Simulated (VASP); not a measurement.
# Si (P6/mmm) in VASP: a series of runs, part 2 of 2

VASP 6.6.1. The steps go on from the part before.

### Step 4. Single point, r2SCAN (13.82 Å³/atom)

This run uses another cell than the first one, of 13.82 Å³/atom.

File POSCAR:

```
Si
1.0
    4.3712435670      0.0000000000      0.0000000000
   -2.1856217835      3.7856079752      0.0000000000
    0.0000000000      0.0000000000      2.5059211214
Si
3
Direct
    0.0000000000      0.0000000000      0.0000000000
    0.3333333333      0.6666666667      0.5000000000
    0.6666666667      0.3333333333      0.5000000000
```

File INCAR.step1:

```
SYSTEM = Si
PREC     = Accurate       ! precision mode
ENCUT    = 550            ! plane-wave cutoff, eV
ISMEAR   = -1             ! smearing method
SIGMA    = 0.1            ! smearing width, eV
LREAL    = .False.        ! projectors in reciprocal space
LASPH    = .True.         ! aspherical terms in the spheres
NELM     = 120            ! most SCF steps
NBANDS   = 13             ! bands
GGA      = PE             ! functional
ALGO     = Normal         ! electronic algorithm
EDIFF    = 1E-5           ! SCF threshold, eV
LWAVE    = .True.         ! write WAVECAR
LCHARG   = .False.        ! write CHGCAR
GGA_COMPAT= .False.
```

File INCAR.step2:

```
SYSTEM = Si
PREC     = Accurate       ! precision mode
ENCUT    = 550            ! plane-wave cutoff, eV
EDIFF    = 1E-6           ! SCF threshold, eV
ISMEAR   = -1             ! smearing method
SIGMA    = 0.1            ! smearing width, eV
LREAL    = .False.        ! projectors in reciprocal space
LASPH    = .True.         ! aspherical terms in the spheres
NELM     = 120            ! most SCF steps
ALGO     = Normal         ! electronic algorithm
ISIF     = 2              ! what is computed and relaxed
LWAVE    = .False.        ! write WAVECAR
LCHARG   = .False.        ! write CHGCAR
METAGGA  = R2SCAN         ! meta-GGA
LMIXTAU  = .True.       
NBANDS   = 13             ! bands
ISTART   = 1            
GGA_COMPAT= .False.
```

File KPOINTS:

```
regular mesh
0
Gamma
  9 9 14
  0 0 0
```

Command:

```sh
$ cat potpaw_PBE.64/Si/POTCAR > POTCAR
$ cp INCAR.step1 INCAR
$ mpirun -np 1 vasp_std > vasp.out
$ cp INCAR.step2 INCAR
$ mpirun -np 1 vasp_std > vasp.out
```

It took 3 min on 1 thread of Intel Xeon 8259CL, shared host; peak memory 0.19 GiB.

Results (log left out):

```yaml
Free_energy: -24.1823 eV
Pressure: 4.2 GPa
Band_gap_on_the_k_mesh: zero (bands 6 and 7 overlap by 7.99 eV)
```

Stress tensor (GPa, compression positive):
```
2.81 0.00 0.00
0.00 2.81 0.00
0.00 0.00 6.94
```

Levels at points of the mesh, in eV from the Fermi level:
```
           k point  band 2  band 3  band 4  band 5  band 6  band 7  band 8  band 9  band 10  band 11
(0.00, 0.00, 0.00)   -5.55   -5.38   -5.06   -5.06   -5.03   -5.03    6.95    8.23    12.23    12.23
(0.00, 0.00, 0.50)   -9.23   -0.99   -0.70   -0.70   -0.50    0.80    0.80    0.86     0.87     0.87
```

Caveat: the cell stands under pressure; the PAW data sets were made with another functional, which shifts forces and pressure a little.

### Step 5. Single point, r2SCAN (14.40 Å³/atom)

This run uses another cell than the first one, of 14.40 Å³/atom.

File POSCAR:

```
Si
1.0
    4.4311310577      0.0000000000      0.0000000000
   -2.2155655289      3.8374720635      0.0000000000
    0.0000000000      0.0000000000      2.5402530743
Si
3
Direct
    0.0000000000      0.0000000000      0.0000000000
    0.3333333333      0.6666666667      0.5000000000
    0.6666666667      0.3333333333      0.5000000000
```

File INCAR.step1:

```
PREC = Accurate
ENCUT = 550
ISMEAR = -1
SIGMA = 0.1
LREAL = False
LASPH = True
NELM = 120
NBANDS = 13
GGA = PE
ALGO = Normal
EDIFF = 1E-5
LWAVE = True
LCHARG = False
GGA_COMPAT = False
```

File INCAR.step2:

```
PREC = Accurate
ENCUT = 550
EDIFF = 1E-6
ISMEAR = -1
SIGMA = 0.1
LREAL = False
LASPH = True
NELM = 120
ALGO = Normal
ISIF = 2
LWAVE = False
LCHARG = False
METAGGA = R2SCAN
LMIXTAU = True
NBANDS = 13
ISTART = 1
GGA_COMPAT = False
```

File KPOINTS:

```
regular mesh
0
Gamma
  9 9 14
```

Potentials or basis: VASP PAW PBE potentials, release 64 (Si).

Command:

```sh
$ cat potpaw_PBE.64/Si/POTCAR > POTCAR
$ cp INCAR.step1 INCAR
$ mpirun -np 1 vasp_std > vasp.out
$ cp INCAR.step2 INCAR
$ mpirun -np 1 vasp_std > vasp.out
```

OUTCAR:

```text
PREC = Accurate
   ENCUT = 550
   EDIFF = 1E-6
   ISMEAR = -1
   LREAL = False
   LASPH = True
   NELM = 120
   ISIF = 2
   METAGGA = R2SCAN
   ISTART = 1

 ion  position               nearest neighbor table
   1  0.000  0.000  0.000-   2 2.86   3 2.86   2 2.86   3 2.86   3 2.86   3 2.86   2 2.86   2 2.86
                             3 2.86   3 2.86   2 2.86   2 2.86
   2  0.333  0.667  0.500-   3 2.56   3 2.56   3 2.56   1 2.86   1 2.86   1 2.86   1 2.86   1 2.86
                             1 2.86
   3  0.667  0.333  0.500-   2 2.56   2 2.56   2 2.56   1 2.86   1 2.86   1 2.86   1 2.86   1 2.86
                             1 2.86

  LATTYP: Found a hexagonal cell.
 ALAT       =     4.4311310577
 C/A-ratio  =     0.5732741914

  Lattice vectors:

 A1 = (   4.4311310577,   0.0000000000,   0.0000000000)
 A2 = (  -2.2155655289,   3.8374720635,   0.0000000000)
 A3 = (   0.0000000000,   0.0000000000,   2.5402530743)

Analysis of symmetry for initial positions (statically):
=====================================================================
 Subroutine PRICEL returns:
 Original cell was already a primitive cell.

 Routine SETGRP: Setting up the symmetry group for a
 hexagonal supercell.

[... 186 lines left out ...]
     10      21.8440      0.00000
     11      21.8441      0.00000
     12      23.1187      0.00000
     13      23.8211      0.00000
[... 354 lines left out ...]
  band No.  band energies     occupation
      1      -1.6498      2.00000
      2      -1.5128      2.00000
      3      -1.5128      2.00000
      4       8.4087      2.00000
      5       8.5802      2.00000
      6       8.5802      2.00000
      7      16.2719      0.00000
      8      16.2719      0.00000
      9      17.4219      0.00000
     10      17.4482      0.00000
     11      17.9934      0.00000
     12      17.9934      0.00000
     13      19.4806      0.00000

 [... further k-points ...]

------------------------ aborting loop because EDIFF is reached ----------------------------------------

  FORCE on cell =-STRESS in cart. coord.  units (eV):
  Direction    XX          YY          ZZ          XY          YZ          ZX
  --------------------------------------------------------------------------------------
  -------------------------------------------------------------------------------------
  Total       -0.2691621     -0.2691621      0.4940076      0.0000000      0.0000000     -0.0000000
  in kB       -9.9836136     -9.9836136     18.3234580      0.0000000      0.0000000     -0.0000000
  external PRESSURE =      -0.5479231 kB  Pullay stress =       0.0000000 kB

 VOLUME and BASIS-vectors are now :
 -----------------------------------------------------------------------------
  energy-cutoff  :      550.00
  volume of cell :       43.20
      direct lattice vectors                 reciprocal lattice vectors
     4.431131058  0.000000000  0.000000000     0.225676015  0.130294108  0.000000000
    -2.215565529  3.837472063  0.000000000     0.000000000  0.260588216  0.000000000
     0.000000000  0.000000000  2.540253074     0.000000000  0.000000000  0.393661565

 POSITION                                       TOTAL-FORCE (eV/Angst)
 -----------------------------------------------------------------------------------
      0.00000      0.00000      0.00000        -0.000000      0.000000     -0.000000
     -0.00000      2.55831      1.27013        -0.000000      0.000000     -0.000000
      2.21557      1.27916      1.27013         0.000000      0.000000      0.000000
 -----------------------------------------------------------------------------------
    total drift:                                0.000000     -0.000000     -0.000000

  FREE ENERGIE OF THE ION-ELECTRON SYSTEM (eV)
  ---------------------------------------------------
  free  energy   TOTEN  =       -24.2038844087 eV

  energy  without entropy=      -24.1674870424  energy(sigma->0) =      -24.18568573
```

OUTCAR.step1:

```text
PREC = Accurate
   ENCUT = 550
   ISMEAR = -1
   LREAL = False
   LASPH = True
   NELM = 120
[... 611 lines left out ...]
      0.00000      0.00000      0.00000        -0.000000      0.000000      0.000000
     -0.00000      2.55831      1.27013        -0.000000      0.000000     -0.000000
      2.21557      1.27916      1.27013         0.000000      0.000000      0.000000
 -----------------------------------------------------------------------------------
    total drift:                               -0.000000     -0.000000     -0.000000

  FREE ENERGIE OF THE ION-ELECTRON SYSTEM (eV)
  ---------------------------------------------------
  free  energy   TOTEN  =       -14.7892233310 eV

  energy  without entropy=      -14.7506121461  energy(sigma->0) =      -14.76991774
```

OSZICAR.step1:

```text
N       E                     dE             d eps       ncg     rms          rms(c)
DAV:   1     0.126682736419E+02    0.12668E+02   -0.50662E+03  2496   0.793E+02
DAV:   2    -0.139307116362E+02   -0.26599E+02   -0.24786E+02  3186   0.112E+02
DAV:   3    -0.148553065724E+02   -0.92459E+00   -0.91676E+00  3312   0.168E+01
DAV:   4    -0.148604860412E+02   -0.51795E-02   -0.51764E-02  2921   0.160E+00
DAV:   5    -0.148605170990E+02   -0.31058E-04   -0.31058E-04  3254   0.110E-01    0.480E+00
DAV:   6    -0.148101806467E+02    0.50336E-01   -0.44516E-02  3019   0.978E-01    0.272E+00
DAV:   7    -0.147899753645E+02    0.20205E-01   -0.26280E-02  3081   0.814E-01    0.238E-01
DAV:   8    -0.147892760083E+02    0.69936E-03   -0.16540E-03  3060   0.225E-01    0.130E-01
DAV:   9    -0.147892246500E+02    0.51358E-04   -0.21391E-04  2961   0.844E-02    0.725E-02
DAV:  10    -0.147892233310E+02    0.13191E-05   -0.27070E-06  1856   0.116E-02
   1 F= -.14789223E+02 E0= -.14769918E+02  d E =-.386112E-01
```

Run time: 2.4 min. Hardware: 1 thread of Intel Xeon 8259CL, shared host; peak memory 0.19 GiB.

Results:

```
Free energy            : -24.2039 eV
Pressure               : -0.1 GPa
Band gap on the k mesh : zero (bands 6 and 7 overlap by 7.71 eV)
```

Caveat: the PAW data sets were made with another functional, which shifts forces and pressure a little.

### Step 6. Single point, r2SCAN (14.97 Å³/atom)

This run uses another cell than the first one, of 14.97 Å³/atom.

File POSCAR:

```
Si
1.0
    4.4894421007      0.0000000000      0.0000000000
   -2.2447210504      3.8879709080      0.0000000000
    0.0000000000      0.0000000000      2.5736812903
Si
3
Direct
    0.0000000000      0.0000000000      0.0000000000
    0.3333333333      0.6666666667      0.5000000000
    0.6666666667      0.3333333333      0.5000000000
```

File INCAR.step1:

```
SYSTEM = Si
PREC     = Accurate       ! precision mode
ENCUT    = 550            ! plane-wave cutoff, eV
ISMEAR   = -1             ! smearing method
SIGMA    = 0.1            ! smearing width, eV
LREAL    = .False.        ! projectors in reciprocal space
LASPH    = .True.         ! aspherical terms in the spheres
NELM     = 120            ! most SCF steps
NBANDS   = 13             ! bands
GGA      = PE             ! functional
ALGO     = Normal         ! electronic algorithm
EDIFF    = 1E-5           ! SCF threshold, eV
LWAVE    = .True.         ! write WAVECAR
LCHARG   = .False.        ! write CHGCAR
GGA_COMPAT= .False.
```

File INCAR.step2:

```
SYSTEM = Si
PREC     = Accurate       ! precision mode
ENCUT    = 550            ! plane-wave cutoff, eV
EDIFF    = 1E-6           ! SCF threshold, eV
ISMEAR   = -1             ! smearing method
SIGMA    = 0.1            ! smearing width, eV
LREAL    = .False.        ! projectors in reciprocal space
LASPH    = .True.         ! aspherical terms in the spheres
NELM     = 120            ! most SCF steps
ALGO     = Normal         ! electronic algorithm
ISIF     = 2              ! what is computed and relaxed
LWAVE    = .False.        ! write WAVECAR
LCHARG   = .False.        ! write CHGCAR
METAGGA  = R2SCAN         ! meta-GGA
LMIXTAU  = .True.       
NBANDS   = 13             ! bands
ISTART   = 1            
GGA_COMPAT= .False.
```

File KPOINTS:

```
regular mesh
0
Gamma
  9 9 14
  0 0 0
```

Potentials or basis: VASP PAW PBE potentials, release 64 (Si).

Command:

```sh
$ cat potpaw_PBE.64/Si/POTCAR > POTCAR
$ cp INCAR.step1 INCAR
$ mpirun -np 1 vasp_std > vasp.out
$ cp INCAR.step2 INCAR
$ mpirun -np 1 vasp_std > vasp.out
```

OUTCAR:

```text
SYSTEM = Si
   PREC = Accurate
   ENCUT = 550
   EDIFF = 1E-6
   ISMEAR = -1
   LREAL = .False.
   LASPH = .True.
   NELM = 120
   ISIF = 2
   METAGGA = R2SCAN
   ISTART = 1

 ion  position               nearest neighbor table
   1  0.000  0.000  0.000-   2 2.89   3 2.89   2 2.89   3 2.89   3 2.89   3 2.89   2 2.89   2 2.89
                             3 2.89   3 2.89   2 2.89   2 2.89
   2  0.333  0.667  0.500-   3 2.59   3 2.59   3 2.59   1 2.89   1 2.89   1 2.89   1 2.89   1 2.89
                             1 2.89
   3  0.667  0.333  0.500-   2 2.59   2 2.59   2 2.59   1 2.89   1 2.89   1 2.89   1 2.89   1 2.89
[... 584 lines left out ...]
  Direction    XX          YY          ZZ          XY          YZ          ZX
  --------------------------------------------------------------------------------------
  -------------------------------------------------------------------------------------
  Total       -1.1346092     -1.1346092     -0.5955586      0.0000000      0.0000000     -0.0000000
  in kB      -40.4656692    -40.4656692    -21.2405107      0.0000000      0.0000000     -0.0000000
  external PRESSURE =     -34.0572830 kB  Pullay stress =       0.0000000 kB

 VOLUME and BASIS-vectors are now :
 -----------------------------------------------------------------------------
  energy-cutoff  :      550.00
  volume of cell :       44.92
      direct lattice vectors                 reciprocal lattice vectors
     4.489442101  0.000000000  0.000000000     0.222744826  0.128601785  0.000000000
    -2.244721050  3.887970908  0.000000000     0.000000000  0.257203571  0.000000000
     0.000000000  0.000000000  2.573681290     0.000000000  0.000000000  0.388548498

 POSITION                                       TOTAL-FORCE (eV/Angst)
 -----------------------------------------------------------------------------------
      0.00000      0.00000      0.00000         0.000000      0.000000     -0.000000
     -0.00000      2.59198      1.28684         0.000000     -0.000000     -0.000000
      2.24472      1.29599      1.28684        -0.000000      0.000000      0.000000
 -----------------------------------------------------------------------------------
    total drift:                                0.000000     -0.000000     -0.000000

  FREE ENERGIE OF THE ION-ELECTRON SYSTEM (eV)
  ---------------------------------------------------
  free  energy   TOTEN  =       -24.1848647122 eV

  energy  without entropy=      -24.1482034610  energy(sigma->0) =      -24.16653409
```

OSZICAR.step1:

```text
N       E                     dE             d eps       ncg     rms          rms(c)
DAV:   1     0.123710339201E+02    0.12371E+02   -0.50086E+03  2496   0.790E+02
DAV:   2    -0.139170385020E+02   -0.26288E+02   -0.24551E+02  3144   0.109E+02
DAV:   3    -0.148592973757E+02   -0.94226E+00   -0.93235E+00  3323   0.167E+01
DAV:   4    -0.148647580430E+02   -0.54607E-02   -0.54576E-02  2989   0.167E+00
DAV:   5    -0.148647917915E+02   -0.33748E-04   -0.33747E-04  3248   0.115E-01    0.447E+00
DAV:   6    -0.148167024564E+02    0.48089E-01   -0.44284E-02  3000   0.970E-01    0.252E+00
DAV:   7    -0.147977490333E+02    0.18953E-01   -0.25739E-02  3022   0.801E-01    0.237E-01
DAV:   8    -0.147970689252E+02    0.68011E-03   -0.15834E-03  3088   0.219E-01    0.127E-01
DAV:   9    -0.147970247678E+02    0.44157E-04   -0.21145E-04  2944   0.832E-02    0.691E-02
DAV:  10    -0.147970234825E+02    0.12853E-05   -0.27761E-06  1903   0.117E-02
   1 F= -.14797023E+02 E0= -.14777531E+02  d E =-.389851E-01
```

Wall time 2.6 min (1 thread of Intel Xeon 8259CL, shared host); peak memory 0.19 GiB.

What came out:

| Property | Result |
| --- | --- |
| Free energy | -24.1849 eV |
| Pressure | -3.4 GPa |
| Band gap on the k mesh | zero (bands 6 and 7 overlap by 7.42 eV) |

Stress tensor (GPa, compression positive):
```
-4.05  0.00  0.00
 0.00 -4.05  0.00
 0.00  0.00 -2.12
```

Caveat: the cell stands under tension; the PAW data sets were made with another functional, which shifts forces and pressure a little.

### Step 7. The runs side by side

| cell | gap on the mesh (eV) | pressure (GPa) |
| --- | --- | --- |
| a = 4.246, b = 4.246, c = 2.434 Å, angles 90.0, 90.0, 120.0°, 3 atoms | none | 16.2 |
| a = 4.310, b = 4.310, c = 2.471 Å, angles 90.0, 90.0, 120.0°, 3 atoms | none | 9.5 |
| a = 4.371, b = 4.371, c = 2.506 Å, angles 90.0, 90.0, 120.0°, 3 atoms | none | 4.2 |
| a = 4.431, b = 4.431, c = 2.540 Å, angles 90.0, 90.0, 120.0°, 3 atoms | none | -0.1 |
| a = 4.489, b = 4.489, c = 2.574 Å, angles 90.0, 90.0, 120.0°, 3 atoms | none | -3.4 |

Alike in all rows: task single point; level r2SCAN; potentials or basis VASP PAW PBE potentials, release 64 (Si); no spin polarisation; k mesh 9 × 9 × 14; cutoff (eV) 550; smearing fermi-dirac 0.1 eV.

Caveats: the PAW data sets were made with another functional, which shifts forces and pressure a little; the cell stands under pressure (at least some runs); the cell stands under tension (at least some runs).

Total energies depend on the potentials used, so only differences within one code and one set of settings carry meaning.
